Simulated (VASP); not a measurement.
# Na (P6_3/mmc) in VASP: a series of runs

Runs on Na. Level: LDA. Tasks: electric field gradients.

All numbers are computed with VASP 6.6.1; they aren't measurements. Logs are shortened: lines on timing, memory, paths and dates and some standing lists are left out, and cuts for length are marked.

## 1. The cell of the first run

The structure is hexagonal, space group P6_3/mmc (No. 194). The conventional cell has a = 3.817 Å, b = 3.817 Å, c = 6.235 Å, α = 90.00°, β = 90.00°, γ = 120.00°. Na (site symmetry -6m2) has 12 Na at 3.82 Å within 5.0 Å.

## 2. Electric field gradients, LDA (volume scaled by 1.04)

The input, INCAR:

```
SYSTEM = Na
PREC = Accurate
ENCUT = 520
EDIFF = 1E-8
ISMEAR = -1
SIGMA = 0.05
LREAL = .False.
LASPH = .True.
NELM = 80
ALGO = Normal
ISIF = 2
LWAVE = .False.
LCHARG = .False.
LEFG = .True.
NBANDS = 14
```

The input, KPOINTS:

```
regular mesh
0
Gamma
  11 11 6
  0 0 0
```

The input, POSCAR:

```
Na
1.0
    3.8165724849      0.0000000000      0.0000000000
   -1.9082862425      3.3052487273      0.0000000000
    0.0000000000      0.0000000000      6.2349829711
Na
2
Direct
    0.3333333333      0.6666666667      0.2500000000
    0.6666666667      0.3333333333      0.7500000000
```

Potentials or basis: VASP PAW LDA potentials, release 64 (Na_pv).

Launch:

```console
$ cat potpaw_LDA.64/Na_pv/POTCAR > POTCAR
$ mpirun -np 1 vasp_std > vasp.out
```

OUTCAR:

```text
SYSTEM = Na
   PREC = Accurate
   ENCUT = 520
   EDIFF = 1E-8
   ISMEAR = -1
   LREAL = .False.
   LASPH = .True.
   NELM = 80
   ISIF = 2

 ion  position               nearest neighbor table
   1  0.333  0.667  0.250-
   2  0.667  0.333  0.750-

  LATTYP: Found a hexagonal cell.
 ALAT       =     3.8165724849
 C/A-ratio  =     1.6336603054

  Lattice vectors:

 A1 = (   3.8165724849,   0.0000000000,   0.0000000000)
 A2 = (  -1.9082862425,   3.3052487273,   0.0000000000)
 A3 = (   0.0000000000,   0.0000000000,   6.2349829711)

Analysis of symmetry for initial positions (statically):
=====================================================================
 Subroutine PRICEL returns:
 Original cell was already a primitive cell.

 Routine SETGRP: Setting up the symmetry group for a
 hexagonal supercell.

 Subroutine GETGRP returns: Found 24 space group operations
 (whereof 12 operations were pure point group operations)
 out of a pool of 24 trial point group operations.

The static configuration has the point symmetry D_3d.
 The point group associated with its full space group is D_6h.

Analysis of symmetry for dynamics (positions and initial velocities):
=====================================================================
 Subroutine PRICEL returns:
 Original cell was already a primitive cell.

 Routine SETGRP: Setting up the symmetry group for a
 hexagonal supercell.

 Subroutine GETGRP returns: Found 24 space group operations
 (whereof 12 operations were pure point group operations)
 out of a pool of 24 trial point group operations.

The dynamic configuration has the point symmetry D_3d.
 The point group associated with its full space group is D_6h.

 Subroutine INISYM returns: Found 24 space group operations
 (whereof 12 operations are pure point group operations),
 and found     1 'primitive' translations

----------------------------------------------------------------------------------------

                                     Primitive cell

  volume of cell :      78.6526

  direct lattice vectors                    reciprocal lattice vectors
     3.816572485  0.000000000  0.000000000     0.262015199  0.151274546  0.000000000
    -1.908286243  3.305248727  0.000000000     0.000000000  0.302549092  0.000000000
     0.000000000  0.000000000  6.234982971     0.000000000  0.000000000  0.160385362

  length of vectors
     3.816572485  3.816572485  6.234982971     0.302549092  0.302549092  0.160385362

  position of ions in fractional coordinates (direct lattice)
     0.333333333  0.666666667  0.250000000
     0.666666667  0.333333333  0.750000000

  ion indices of the primitive-cell ions
   primitive index   ion index
                 1           1
                 2           2

----------------------------------------------------------------------------------------

 KPOINTS: regular mesh

Automatic generation of k-mesh.
 Grid dimensions read from file:
 generate k-points for:   11   11    6

 Generating k-lattice:

  Cartesian coordinates                     Fractional coordinates (reciprocal lattice)
     0.023819564  0.013752231  0.000000000     0.090909091  0.000000000  0.000000000
     0.000000000  0.027504463  0.000000000     0.000000000  0.090909091  0.000000000
     0.000000000  0.000000000  0.026730894     0.000000000  0.000000000  0.166666667

  Length of vectors
     0.027504463  0.027504463  0.026730894

  Shift w.r.t. Gamma in fractional coordinates (k-lattice)
     0.000000000  0.000000000  0.000000000

 Subroutine IBZKPT returns following result:
 ===========================================

 Found     64 irreducible k-points:

 Following reciprocal coordinates:
            Coordinates               Weight
  0.000000  0.000000  0.000000      1.000000
  0.090909  0.000000  0.000000      6.000000
  0.181818  0.000000  0.000000      6.000000
  0.272727 -0.000000  0.000000      6.000000
  0.363636  0.000000  0.000000      6.000000
  0.454545 -0.000000  0.000000      6.000000
[... 16 lines left out ...]
  0.090909  0.090909  0.166667     12.000000
  0.181818  0.090909  0.166667     24.000000
 [... further k-points ...]
   k-points           NKPTS =     64   k-points in BZ     NKDIM =     64   number of bands    NBANDS=     14
   number of dos      NEDOS =    301   number of ions     NIONS =      2
   total plane-waves  NPLWV =  37632
   dimension x,y,z NGX =    28 NGY =   28 NGZ =   48
   dimension x,y,z NGXF=    56 NGYF=   56 NGZF=   96
   ions per type =               2
   NGX,Y,Z   is equivalent  to a cutoff of  12.20, 12.20, 12.80 a.u.
   NGXF,Y,Z  is equivalent  to a cutoff of  24.39, 24.39, 25.60 a.u.
 SYSTEM =  Na
   PREC   = accura    normal or accurate (medium, high low for compatibility)
   ISTART =      0    job   : 0-new  1-cont  2-samecut
   ICHARG =      2    charge: 1-file 2-atom 10-const
   ISPIN  =      1    spin polarized calculation?
   LNONCOLLINEAR =      F non collinear calculations
   LSORBIT =      F    spin-orbit coupling
   LASPH  =      T    aspherical Exc in radial PAW
   ENCUT  =  520.0 eV  38.22 Ry    6.18 a.u.   7.10  7.10 11.59*2*pi/ulx,y,z
   NELM   =     80;   NELMIN=  2; NELMDL= -5     # of ELM steps
   EDIFF  = 0.1E-07   stopping-criterion for ELM
   LREAL  =      F    real-space projection
   EDIFFG = 0.1E-06   stopping-criterion for IOM
   NSW    =      0    number of steps for IOM
   IBRION =     -1    ionic relax: 0-MD 1-quasi-New 2-CG
   NFREE  =      0    steps in history (QN), initial steepest desc. (CG)
   ISIF   =      2    stress and relaxation
   ISYM   =      2    0-nonsym 1-usesym 2-fastsym
   POTIM  = 0.5000    time-step for ionic-motion
   TEBEG  =    0.0;   TEEND  =   0.0 temperature during run
   PSTRESS=    0.0 pullay stress
   NELECT =      14.0000    total number of electrons
   NUPDOWN=      -1.0000    fix difference up-down
   EMIN   =  10.00;   EMAX   =-10.00  energy-range for DOS
   EFERMI =   0.00;   METHOD = LEGACY
   ISMEAR =    -1;   SIGMA  =   0.05  broadening in eV -4-tet -1-fermi 0-gaus
   EFERMI_NEDOS =   21; number of points for ismear=-14 and -15
   IALGO  =     38    algorithm
   IMIX   =      4    mixing-type and parameters
     AMIX     =   0.40;   BMIX     =  1.00
     AMIX_MAG =   1.60;   BMIX_MAG =  1.00
  volume/ion in A,a.u.               =      39.33       265.39
  Fermi-wavevector in a.u.,A,eV,Ry     =   0.920902  1.740252 11.538552  0.848060
  Thomas-Fermi vector in A             =   2.046258
   LORBIT       =      0    0 simple, 1 ext, 2 COOP (PROOUT), +10 PAW based schemes
   GGA     = CA    functional components
   LHFCALC =     F    Hartree Fock is set to
   AEXX    =    0.0000 exact exchange contribution
   IVDW    =     0    specifies the selected vdW correction
   LEPSILON=     F    determine dielectric tensor
   LRPA    =     F    only Hartree local field effects (RPA)
 non-spin polarized calculation
  energy-cutoff  :      520.00
  volume of cell :       78.65
 maximum number of plane-waves:      2142
   NGX = 15   NGY = 15   NGZ = 23

 number of electron      14.0000018 magnetization

 Free energy of the ion-electron system (eV)
  ---------------------------------------------------
  ext. energy  EPLUGINS =         0.00000000
  ---------------------------------------------------
  free energy    TOTEN  =        -2.86160346 eV

  energy without entropy =       -2.85038564  energy(sigma->0) =       -2.85599455

 E-fermi :   0.0193     XC(G=0):  -6.5644

 val. band max:       -0.0064037914   @ k =   0.1818   0.0000   0.1667
 cond. band min:       0.0304431783   @ k =   0.2727   0.2727   0.1667
 fundamental gap:      0.0368469697
 Fermi energy:         0.0192726546

 k-point     1 :       0.0000    0.0000    0.0000
  band No.  band energies     occupation
      1     -25.0160      2.00000
      2     -24.9921      2.00000
      3     -24.9921      2.00000
      4     -24.9880      2.00000
      5     -24.9880      2.00000
      6     -24.9873      2.00000
      7      -3.1593      2.00000
      8       0.5774      0.00003
      9       0.8543      0.00000
     10       9.6303      0.00000
     11       9.6303      0.00000
     12       9.8510      0.00000
     13       9.8510      0.00000
     14      10.1602      0.00000
[... 375 lines left out ...]
 k-point    24 :       0.1818    0.0909    0.1667
  band No.  band energies     occupation
      1     -25.0105      2.00000
      2     -25.0008      2.00000
      3     -24.9996      2.00000
      4     -24.9948      2.00000
      5     -24.9908      2.00000
      6     -24.9899      2.00000
      7      -2.2336      2.00000
      8       0.3249      0.00442
      9       2.8086      0.00000
     10       5.1099      0.00000
     11       6.2532      0.00000
     12       7.5315      0.00000
     13       8.6028      0.00000
     14       9.5558      0.00000

 [... further k-points ...]
[... 5 lines left out ...]
  --------------------------------------------------------------------------------------
  -------------------------------------------------------------------------------------
  Total       -0.5824486     -0.5824486     -0.4625869      0.0000000     -0.0000000      0.0000000
  in kB      -11.8646594    -11.8646594     -9.4230385      0.0000000     -0.0000000      0.0000000
  external PRESSURE =     -11.0507858 kB  Pullay stress =       0.0000000 kB

 VOLUME and BASIS-vectors are now :
 -----------------------------------------------------------------------------
  energy-cutoff  :      520.00
  volume of cell :       78.65
      direct lattice vectors                 reciprocal lattice vectors
     3.816572485  0.000000000  0.000000000     0.262015199  0.151274546  0.000000000
    -1.908286243  3.305248727  0.000000000     0.000000000  0.302549092  0.000000000
     0.000000000  0.000000000  6.234982971     0.000000000  0.000000000  0.160385362

 POSITION                                       TOTAL-FORCE (eV/Angst)
 -----------------------------------------------------------------------------------
     -0.00000      2.20350      1.55875        -0.000000      0.000000      0.000000
      1.90829      1.10175      4.67624         0.000000     -0.000000      0.000000
 -----------------------------------------------------------------------------------
    total drift:                                0.000000     -0.000000      0.000000

  FREE ENERGIE OF THE ION-ELECTRON SYSTEM (eV)
  ---------------------------------------------------
  free  energy   TOTEN  =        -2.8616034561 eV

  energy  without entropy=       -2.8503856351  energy(sigma->0) =       -2.85599455

 Electric field gradients (V/A^2)
---------------------------------------------------------------------
 ion       V_xx      V_yy      V_zz      V_xy      V_xz      V_yz
---------------------------------------------------------------------
   1       0.230     0.231    -0.461     0.001    -0.000    -0.000
   2       0.230     0.231    -0.461     0.001    -0.000    -0.000
---------------------------------------------------------------------

 Electric field gradients after diagonalization (V/A^2)
 (convention: |V_zz| > |V_xx| > |V_yy|)
----------------------------------------------------------------------
 ion       V_xx      V_yy      V_zz     asymmetry (V_yy - V_xx)/ V_zz
----------------------------------------------------------------------
   1       0.231     0.230    -0.461       0.004
   2       0.231     0.230    -0.461       0.004
----------------------------------------------------------------------

           NMR quadrupolar parameters

 Cq : quadrupolar parameter    Cq=e*Q*V_zz/h
 eta: asymmetry parameters     (V_yy - V_xx)/ V_zz
 Q  : nuclear electric quadrupole moment in mb (millibarn)
----------------------------------------------------------------------
 ion       Cq(MHz)       eta       Q (mb)
----------------------------------------------------------------------
   1      -0.001       0.004       1.000
   2      -0.001       0.004       1.000
----------------------------------------------------------------------
```

It took 15 s on 1 thread of Intel Xeon 6975P-C (Granite Rapids), shared host; peak memory 0.18 GiB.

Results:

```yaml
Free_energy: -2.8616 eV
Pressure: -1.1 GPa
Band_gap_on_the_k_mesh: zero (band 7 reaches 1.75 eV, above the bottom of band 8 at -2.17 eV)
```

Electric field gradients, principal values (V/Å²):
```tsv
atom	least	middle	greatest (by size)
1 Na	0.230	0.231	-0.461
2 Na	0.230	0.231	-0.461
```

Caveat: without QUAD_EFG the Cq values of the log hold for a quadrupole moment of 1 mb, not for the nuclei.

## 3. Electric field gradients, LDA (equal xx and yy strain of +2 %)

The input, INCAR:

```
SYSTEM = Na
PREC = Accurate ; ENCUT = 520
EDIFF = 1E-8 ; ISMEAR = -1
SIGMA = 0.05 ; LREAL = .FALSE.
LASPH = .TRUE. ; NELM = 100
ALGO = Normal ; ISIF = 2
LWAVE = .FALSE. ; LCHARG = .FALSE.
LEFG = .TRUE. ; NBANDS = 14
```

The input, KPOINTS:

```
Automatic mesh
0
G
  11 11 6
  0 0 0
```

The input, POSCAR:

```
Na
1.0
    3.8423410176      0.0000000000      0.0000000000
   -1.9211705088      3.3275649312      0.0000000000
    0.0000000000      0.0000000000      6.1540000000
Na
2
Direct
    0.3333333333      0.6666666667      0.2500000000
    0.6666666667      0.3333333333      0.7500000000
```

Potentials or basis: VASP PAW LDA potentials, release 64 (Na_pv).

Launch:

```console
$ cat potpaw_LDA.64/Na_pv/POTCAR > POTCAR
$ mpirun -np 1 vasp_std > vasp.out
```

OUTCAR:

```text
SYSTEM = Na
   PREC = Accurate
   ENCUT = 520
   EDIFF = 1E-8
   ISMEAR = -1
   LREAL = .FALSE.
   LASPH = .TRUE.
   NELM = 100
   ISIF = 2

 ion  position               nearest neighbor table
   1  0.333  0.667  0.250-
   2  0.667  0.333  0.750-

  LATTYP: Found a hexagonal cell.
 ALAT       =     3.8423410176
 C/A-ratio  =     1.6016277503

  Lattice vectors:

 A1 = (   3.8423410176,   0.0000000000,   0.0000000000)
 A2 = (  -1.9211705088,   3.3275649312,   0.0000000000)
 A3 = (   0.0000000000,   0.0000000000,   6.1540000000)

Analysis of symmetry for initial positions (statically):
=====================================================================
 Subroutine PRICEL returns:
 Original cell was already a primitive cell.

 Routine SETGRP: Setting up the symmetry group for a
 hexagonal supercell.

[... 597 lines left out ...]
  energy-cutoff  :      520.00
  volume of cell :       78.68
      direct lattice vectors                 reciprocal lattice vectors
     3.842341018  0.000000000  0.000000000     0.260258003  0.150260028  0.000000000
    -1.921170509  3.327564931  0.000000000     0.000000000  0.300520056  0.000000000
     0.000000000  0.000000000  6.154000000     0.000000000  0.000000000  0.162495938

 POSITION                                       TOTAL-FORCE (eV/Angst)
 -----------------------------------------------------------------------------------
     -0.00000      2.21838      1.53850         0.000000     -0.000000      0.000000
      1.92117      1.10919      4.61550        -0.000000      0.000000      0.000000
 -----------------------------------------------------------------------------------
    total drift:                                0.000000     -0.000000      0.000000

  FREE ENERGIE OF THE ION-ELECTRON SYSTEM (eV)
  ---------------------------------------------------
  free  energy   TOTEN  =        -2.8595133093 eV

  energy  without entropy=       -2.8475352565  energy(sigma->0) =       -2.85352428

 Electric field gradients (V/A^2)
---------------------------------------------------------------------
 ion       V_xx      V_yy      V_zz      V_xy      V_xz      V_yz
---------------------------------------------------------------------
   1       0.104     0.107    -0.211     0.003    -0.000     0.000
   2       0.104     0.107    -0.211     0.003     0.000    -0.000
---------------------------------------------------------------------

 Electric field gradients after diagonalization (V/A^2)
 (convention: |V_zz| > |V_xx| > |V_yy|)
----------------------------------------------------------------------
 ion       V_xx      V_yy      V_zz     asymmetry (V_yy - V_xx)/ V_zz
----------------------------------------------------------------------
   1       0.108     0.102    -0.211       0.030
   2       0.108     0.102    -0.211       0.030
----------------------------------------------------------------------

           NMR quadrupolar parameters

 Cq : quadrupolar parameter    Cq=e*Q*V_zz/h
 eta: asymmetry parameters     (V_yy - V_xx)/ V_zz
 Q  : nuclear electric quadrupole moment in mb (millibarn)
----------------------------------------------------------------------
 ion       Cq(MHz)       eta       Q (mb)
----------------------------------------------------------------------
   1      -0.001       0.030       1.000
   2      -0.001       0.030       1.000
----------------------------------------------------------------------
```

Run time: 18 s. Hardware: 1 thread of Intel Xeon 6975P-C (Granite Rapids), shared host; peak memory 0.18 GiB.

What came out:

| Property | Result |
| --- | --- |
| Free energy | -2.8595 eV |
| Pressure | -1.1 GPa |
| Band gap on the k mesh | zero (band 7 reaches 1.72 eV, above the bottom of band 8 at -2.14 eV) |

Levels at points of the mesh, in eV from the Fermi level:
| k point | band 5 | band 6 | band 7 | band 8 | band 9 | band 10 |
| --- | --- | --- | --- | --- | --- | --- |
| (0.00, 0.00, 0.00) | -25.01 | -25.01 | -3.18 | 0.64 | 0.95 | 9.45 |
| (0.00, 0.00, 0.50) | -25.01 | -25.01 | -2.16 | -2.16 | 5.50 | 5.50 |

Caveat: the cell differs from its parent crystal (equal xx and yy strain of +2 %); without QUAD_EFG the Cq values of the log hold for a quadrupole moment of 1 mb, not for the nuclei.

[end of part 1 of 2]
